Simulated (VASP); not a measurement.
# Mg2Sn (Fm-3m) in VASP: notebook

Runs on Mg2Sn. Level: r2SCAN. Tasks: single point.

Program: VASP 6.6.1. These are calculated values, not measurements. Logs are shortened: lines on timing, memory, paths and dates and some standing lists are left out, and cuts for length are marked.

### 1 The cell of the first run

It takes space group Fm-3m (No. 225, cubic). Conventional cell: a = 6.760 Å, b = 6.760 Å, c = 6.760 Å, α = 90.00°, β = 90.00°, γ = 90.00°. Sn (site symmetry m-3m) has 8 Mg at 2.93 Å within 3.9 Å. Within 3.9 Å of Mg (site symmetry -43m) lie 4 Sn at 2.93 Å and 6 Mg at 3.38 Å.

### 2 Single point, r2SCAN

POSCAR reads:

```
Mg2Sn
1.0
    0.0000000000      3.3799352826      3.3799352826
    3.3799352826      0.0000000000      3.3799352826
    3.3799352826      3.3799352826      0.0000000000
Sn Mg
1 2
Direct
    0.0000000000      0.0000000000      0.0000000000
    0.2500000000      0.2500000000      0.2500000000
    0.7500000000      0.7500000000      0.7500000000
```

INCAR.step1 reads:

```
PREC     = Accurate       # precision mode
ENCUT    = 660            # plane-wave cutoff, eV
ISMEAR   = -1             # smearing method
SIGMA    = 0.02           # smearing width, eV
LREAL    = F              # projectors in reciprocal space
LASPH    = T              # aspherical terms in the spheres
NELM     = 120            # most SCF steps
NBANDS   = 16             # bands
GGA      = PE             # functional
ALGO     = Normal         # electronic algorithm
EDIFF    = 1E-5           # SCF threshold, eV
LWAVE    = T              # write WAVECAR
LCHARG   = F              # write CHGCAR
GGA_COMPAT= F
```

INCAR.step2 reads:

```
PREC     = Accurate       # precision mode
ENCUT    = 660            # plane-wave cutoff, eV
EDIFF    = 1E-6           # SCF threshold, eV
ISMEAR   = -1             # smearing method
SIGMA    = 0.02           # smearing width, eV
LREAL    = F              # projectors in reciprocal space
LASPH    = T              # aspherical terms in the spheres
NELM     = 120            # most SCF steps
ALGO     = Normal         # electronic algorithm
ISIF     = 2              # what is computed and relaxed
LWAVE    = F              # write WAVECAR
LCHARG   = F              # write CHGCAR
METAGGA  = R2SCAN         # meta-GGA
LMIXTAU  = T            
NBANDS   = 16             # bands
ISTART   = 1            
GGA_COMPAT= F
```

KPOINTS reads:

```
regular mesh
0
Gamma
  6 6 6
```

Potentials or basis: VASP PAW PBE potentials, release 64 (Sn_d, Mg).

Started as:

```bash
cat potpaw_PBE.64/Sn_d/POTCAR potpaw_PBE.64/Mg/POTCAR > POTCAR
cp INCAR.step1 INCAR
mpirun -np 1 vasp_std > vasp.out
cp INCAR.step2 INCAR
mpirun -np 1 vasp_std > vasp.out
```

OUTCAR:

```text
PREC = Accurate
   ENCUT = 660
   EDIFF = 1E-6
   ISMEAR = -1
   LREAL = F
   LASPH = T
   NELM = 120
   ISIF = 2
   METAGGA = R2SCAN
   ISTART = 1

 ion  position               nearest neighbor table
   1  0.000  0.000  0.000-   3 2.93   3 2.93   3 2.93   2 2.93   3 2.93   2 2.93   2 2.93   2 2.93

   2  0.250  0.250  0.250-   1 2.93   1 2.93   1 2.93   1 2.93   3 3.38   3 3.38   3 3.38   3 3.38
                             3 3.38   3 3.38
   3  0.750  0.750  0.750-   1 2.93   1 2.93   1 2.93   1 2.93   2 3.38   2 3.38   2 3.38   2 3.38
                             2 3.38   2 3.38

  LATTYP: Found a face centered cubic cell.
 ALAT       =     6.7598705652

  Lattice vectors:

 A1 = (   0.0000000000,   3.3799352826,   3.3799352826)
 A2 = (   3.3799352826,   0.0000000000,   3.3799352826)
 A3 = (   3.3799352826,   3.3799352826,   0.0000000000)

Analysis of symmetry for initial positions (statically):
=====================================================================
 Subroutine PRICEL returns:
 Original cell was already a primitive cell.

 Routine SETGRP: Setting up the symmetry group for a
 face centered cubic supercell.

 Subroutine GETGRP returns: Found 48 space group operations
 (whereof 48 operations were pure point group operations)
 out of a pool of 48 trial point group operations.

The static configuration has the point symmetry O_h .

Analysis of symmetry for dynamics (positions and initial velocities):
=====================================================================
 Subroutine PRICEL returns:
 Original cell was already a primitive cell.

 Routine SETGRP: Setting up the symmetry group for a
 face centered cubic supercell.

 Subroutine GETGRP returns: Found 48 space group operations
 (whereof 48 operations were pure point group operations)
 out of a pool of 48 trial point group operations.

The dynamic configuration has the point symmetry O_h .

 Subroutine INISYM returns: Found 48 space group operations
 (whereof 48 operations are pure point group operations),
 and found     1 'primitive' translations

----------------------------------------------------------------------------------------

                                     Primitive cell

  volume of cell :      77.2245

  direct lattice vectors                    reciprocal lattice vectors
     0.000000000  3.379935283  3.379935283    -0.147931827  0.147931827  0.147931827
     3.379935283  0.000000000  3.379935283     0.147931827 -0.147931827  0.147931827
     3.379935283  3.379935283  0.000000000     0.147931827  0.147931827 -0.147931827

  length of vectors
     4.779950317  4.779950317  4.779950317     0.256225440  0.256225440  0.256225440

  position of ions in fractional coordinates (direct lattice)
     0.000000000  0.000000000  0.000000000
     0.250000000  0.250000000  0.250000000
     0.750000000  0.750000000  0.750000000

  ion indices of the primitive-cell ions
   primitive index   ion index
                 1           1
                 2           2
                 3           3

----------------------------------------------------------------------------------------

 KPOINTS: regular mesh

Automatic generation of k-mesh.
 Grid dimensions read from file:
 generate k-points for:    6    6    6

 Generating k-lattice:

  Cartesian coordinates                     Fractional coordinates (reciprocal lattice)
    -0.024655304  0.024655304  0.024655304     0.166666667  0.000000000  0.000000000
     0.024655304 -0.024655304  0.024655304     0.000000000  0.166666667  0.000000000
     0.024655304  0.024655304 -0.024655304     0.000000000  0.000000000  0.166666667

  Length of vectors
     0.042704240  0.042704240  0.042704240

  Shift w.r.t. Gamma in fractional coordinates (k-lattice)
     0.000000000  0.000000000  0.000000000

 Subroutine IBZKPT returns following result:
 ===========================================

 Found     16 irreducible k-points:

 Following reciprocal coordinates:
            Coordinates               Weight
  0.000000  0.000000  0.000000      1.000000
  0.166667  0.000000  0.000000      8.000000
  0.333333  0.000000  0.000000      8.000000
  0.500000  0.000000  0.000000      4.000000
  0.166667  0.166667  0.000000      6.000000
  0.333333  0.166667  0.000000     24.000000
[... 8 lines left out ...]
 -0.333333  0.333333  0.166667     24.000000
 -0.333333  0.500000  0.166667     12.000000
   k-points           NKPTS =     16   k-points in BZ     NKDIM =     16   number of bands    NBANDS=     16
   number of dos      NEDOS =    301   number of ions     NIONS =      3
   total plane-waves  NPLWV =  64000
   dimension x,y,z NGX =    40 NGY =   40 NGZ =   40
   dimension x,y,z NGXF=    80 NGYF=   80 NGZF=   80
   ions per type =               1   2
   NGX,Y,Z   is equivalent  to a cutoff of  13.91, 13.91, 13.91 a.u.
   NGXF,Y,Z  is equivalent  to a cutoff of  27.82, 27.82, 27.82 a.u.
 SYSTEM =  unknown system
   PREC   = accura    normal or accurate (medium, high low for compatibility)
   ISTART =      1    job   : 0-new  1-cont  2-samecut
   ICHARG =      0    charge: 1-file 2-atom 10-const
   ISPIN  =      1    spin polarized calculation?
   LNONCOLLINEAR =      F non collinear calculations
   LSORBIT =      F    spin-orbit coupling
   LASPH  =      T    aspherical Exc in radial PAW
   ENCUT  =  660.0 eV  48.51 Ry    6.96 a.u.  10.01 10.01 10.01*2*pi/ulx,y,z
   NELM   =    120;   NELMIN=  2; NELMDL=  0     # of ELM steps
   EDIFF  = 0.1E-05   stopping-criterion for ELM
   LREAL  =      F    real-space projection
   EDIFFG = 0.1E-04   stopping-criterion for IOM
   NSW    =      0    number of steps for IOM
   IBRION =     -1    ionic relax: 0-MD 1-quasi-New 2-CG
   NFREE  =      0    steps in history (QN), initial steepest desc. (CG)
   ISIF   =      2    stress and relaxation
   ISYM   =      2    0-nonsym 1-usesym 2-fastsym
   POTIM  = 0.5000    time-step for ionic-motion
   TEBEG  =    0.0;   TEEND  =   0.0 temperature during run
   PSTRESS=    0.0 pullay stress
   NELECT =      18.0000    total number of electrons
   NUPDOWN=      -1.0000    fix difference up-down
   EMIN   =  10.00;   EMAX   =-10.00  energy-range for DOS
   EFERMI =   0.00;   METHOD = LEGACY
   ISMEAR =    -1;   SIGMA  =   0.02  broadening in eV -4-tet -1-fermi 0-gaus
   EFERMI_NEDOS =   21; number of points for ismear=-14 and -15
   IALGO  =     38    algorithm
   IMIX   =      4    mixing-type and parameters
     AMIX     =   0.40;   BMIX     =  1.00
     AMIX_MAG =   1.60;   BMIX_MAG =  1.00
  volume/ion in A,a.u.               =      25.74       173.71
  Fermi-wavevector in a.u.,A,eV,Ry     =   1.007505  1.903909 13.810820  1.015067
  Thomas-Fermi vector in A             =   2.140314
   LORBIT       =      0    0 simple, 1 ext, 2 COOP (PROOUT), +10 PAW based schemes
   METAGGA = R2SCAN    functional components
   LHFCALC =     F    Hartree Fock is set to
   AEXX    =    0.0000 exact exchange contribution
   IVDW    =     0    specifies the selected vdW correction
   LEPSILON=     F    determine dielectric tensor
   LRPA    =     F    only Hartree local field effects (RPA)
 non-spin polarized calculation
  energy-cutoff  :      660.00
  volume of cell :       77.22
 maximum number of plane-waves:      2988
   NGX = 21   NGY = 21   NGZ = 21

 number of electron      18.0000002 magnetization

 Free energy of the ion-electron system (eV)
  ---------------------------------------------------
  ext. energy  EPLUGINS =         0.00000000
  ---------------------------------------------------
  free energy    TOTEN  =       -33.80900458 eV

  energy without entropy =      -33.80892445  energy(sigma->0) =      -33.80896452

 E-fermi :   4.2838     XC(G=0):  -9.2943

 val. band max:        4.1982185131   @ k =   0.0000   0.0000   0.0000
 cond. band min:       4.3694653633   @ k =   0.5000   0.5000   0.0000
 fundamental gap:      0.1712468501
 Fermi energy:         4.2838413419

 k-point     1 :       0.0000    0.0000    0.0000
  band No.  band energies     occupation
      1     -17.2475      2.00000
      2     -17.2475      2.00000
      3     -17.2475      2.00000
      4     -17.2001      2.00000
      5     -17.2001      2.00000
      6      -5.2917      2.00000
[... 8 lines left out ...]
     15       9.9604      0.00000
     16       9.9604      0.00000

 k-point     2 :       0.1667    0.0000    0.0000
  band No.  band energies     occupation
      1     -17.2472      2.00000
      2     -17.2464      2.00000
      3     -17.2464      2.00000
      4     -17.1999      2.00000
      5     -17.1999      2.00000
      6      -5.0561      2.00000
[... 8 lines left out ...]
     15       8.9823      0.00000
     16       9.8206      0.00000

 k-point     3 :       0.3333    0.0000    0.0000
  band No.  band energies     occupation
      1     -17.2467      2.00000
      2     -17.2445      2.00000
      3     -17.2445      2.00000
      4     -17.1995      2.00000
      5     -17.1995      2.00000
      6      -4.4329      2.00000
[... 8 lines left out ...]
     15       9.8515      0.00000
     16      10.5198      0.00000

 k-point     4 :       0.5000    0.0000    0.0000
  band No.  band energies     occupation
      1     -17.2464      2.00000
      2     -17.2435      2.00000
      3     -17.2435      2.00000
      4     -17.1993      2.00000
      5     -17.1993      2.00000
      6      -3.9544      2.00000
[... 8 lines left out ...]
     15      11.7028      0.00000
     16      12.5161      0.00000
[... 172 lines left out ...]
 k-point    14 :       0.5000    0.3333    0.1667
  band No.  band energies     occupation
      1     -17.2476      2.00000
      2     -17.2431      2.00000
      3     -17.2414      2.00000
      4     -17.2009      2.00000
      5     -17.1981      2.00000
      6      -3.9332      2.00000
[... 8 lines left out ...]
     15      11.5917      0.00000
     16      12.4891      0.00000

 k-point    15 :      -0.3333    0.3333    0.1667
  band No.  band energies     occupation
      1     -17.2454      2.00000
      2     -17.2448      2.00000
      3     -17.2404      2.00000
      4     -17.2006      2.00000
      5     -17.1982      2.00000
      6      -3.5545      2.00000
[... 8 lines left out ...]
     15      12.1379      0.00000
     16      12.7163      0.00000

 k-point    16 :      -0.3333    0.5000    0.1667
  band No.  band energies     occupation
      1     -17.2482      2.00000
      2     -17.2422      2.00000
      3     -17.2392      2.00000
      4     -17.2016      2.00000
      5     -17.1973      2.00000
      6      -3.3872      2.00000
[... 8 lines left out ...]
     15      12.8050      0.00000
     16      13.1002      0.00000

------------------------ aborting loop because EDIFF is reached ----------------------------------------

  FORCE on cell =-STRESS in cart. coord.  units (eV):
  Direction    XX          YY          ZZ          XY          YZ          ZX
  --------------------------------------------------------------------------------------
  -------------------------------------------------------------------------------------
  Total       -0.0934640     -0.0934640     -0.0934640     -0.0000000     -0.0000000     -0.0000000
  in kB       -1.9390974     -1.9390974     -1.9390974     -0.0000000     -0.0000000     -0.0000000
  external PRESSURE =      -1.9390974 kB  Pullay stress =       0.0000000 kB

 VOLUME and BASIS-vectors are now :
 -----------------------------------------------------------------------------
  energy-cutoff  :      660.00
  volume of cell :       77.22
      direct lattice vectors                 reciprocal lattice vectors
     0.000000000  3.379935283  3.379935283    -0.147931827  0.147931827  0.147931827
     3.379935283  0.000000000  3.379935283     0.147931827 -0.147931827  0.147931827
     3.379935283  3.379935283  0.000000000     0.147931827  0.147931827 -0.147931827

 POSITION                                       TOTAL-FORCE (eV/Angst)
 -----------------------------------------------------------------------------------
      0.00000      0.00000      0.00000         0.000000     -0.000000     -0.000000
      1.68997      1.68997      1.68997         0.000000      0.000000      0.000000
      5.06990      5.06990      5.06990        -0.000000     -0.000000     -0.000000
 -----------------------------------------------------------------------------------
    total drift:                               -0.000000      0.000000     -0.000000

  FREE ENERGIE OF THE ION-ELECTRON SYSTEM (eV)
  ---------------------------------------------------
  free  energy   TOTEN  =       -33.8090045820 eV

  energy  without entropy=      -33.8089244518  energy(sigma->0) =      -33.80896452
```

Wall time 70 s (1 thread of AMD EPYC 9R45 (Zen 5), shared host); peak memory 0.24 GiB.

What came out:

* Free energy: -33.8090 eV
* Pressure: -0.2 GPa
* Band gap on the k mesh: 0.17 eV, indirect (least direct gap 2.00 eV)

Caveat: the PAW data sets were made with another functional, which shifts forces and pressure a little; spin-orbit coupling is left out, which moves the levels of the heavy elements. A k mesh can miss the band edges.

### 3 Single point, r2SCAN

POSCAR is that of step 2.

INCAR.step1 reads:

```
SYSTEM = Mg2Sn
  ALGO = Normal
  EDIFF = 1E-5
  ENCUT = 660
  GGA = PE
  GGA_COMPAT = .False.
  ISMEAR = -1
  LASPH = .True.
  LCHARG = .False.
  LREAL = .False.
  LWAVE = .True.
  NBANDS = 16
  NELM = 120
  PREC = Accurate
  SIGMA = 0.02
```

INCAR.step2 reads:

```
SYSTEM = Mg2Sn
  ALGO = Normal
  EDIFF = 1E-6
  ENCUT = 660
  GGA_COMPAT = .False.
  ISIF = 2
  ISMEAR = -1
  ISTART = 1
  LASPH = .True.
  LCHARG = .False.
  LMIXTAU = .True.
  LREAL = .False.
  LWAVE = .False.
  METAGGA = R2SCAN
  NBANDS = 16
  NELM = 120
  PREC = Accurate
  SIGMA = 0.02
```

KPOINTS reads:

```
k-points
0
Gamma
  6 6 6
  0 0 0
```

Potentials or basis: VASP PAW PBE potentials, release 64 (Sn_d, Mg).

Started as:

```bash
cat potpaw_PBE.64/Sn_d/POTCAR potpaw_PBE.64/Mg/POTCAR > POTCAR
cp INCAR.step1 INCAR
mpirun -np 1 vasp_std > vasp.out
cp INCAR.step2 INCAR
mpirun -np 1 vasp_std > vasp.out
```

Run time: 73 s. Hardware: 1 thread of AMD EPYC 9R45 (Zen 5), shared host; peak memory 0.24 GiB.

It converged, with:

```yaml
Free_energy: -33.8090 eV
Pressure: -0.2 GPa
Band_gap_on_the_k_mesh: 0.17 eV, indirect (least direct gap 2.00 eV)
```

Levels at points of the mesh, in eV from the valence-band top:
| k point | band 6 | band 7 | band 8 | band 9 | band 10 | band 11 | band 12 | band 13 |
| --- | --- | --- | --- | --- | --- | --- | --- | --- |
| (0.00, 0.00, 0.00) | -9.49 | 0.00 | 0.00 | 0.00 | 2.01 | 2.39 | 2.39 | 2.39 |
| (0.50, 0.00, 0.00) | -8.15 | -4.96 | -0.88 | -0.88 | 1.12 | 2.48 | 2.48 | 4.53 |
| (0.50, 0.50, 0.00) | -7.61 | -4.72 | -2.21 | -2.21 | 0.17 | 0.41 | 7.89 | 7.89 |

Caveat: the PAW data sets were made with another functional, which shifts forces and pressure a little; spin-orbit coupling is left out, which moves the levels of the heavy elements. A k mesh can miss the band edges.

[end of part 1 of 2]
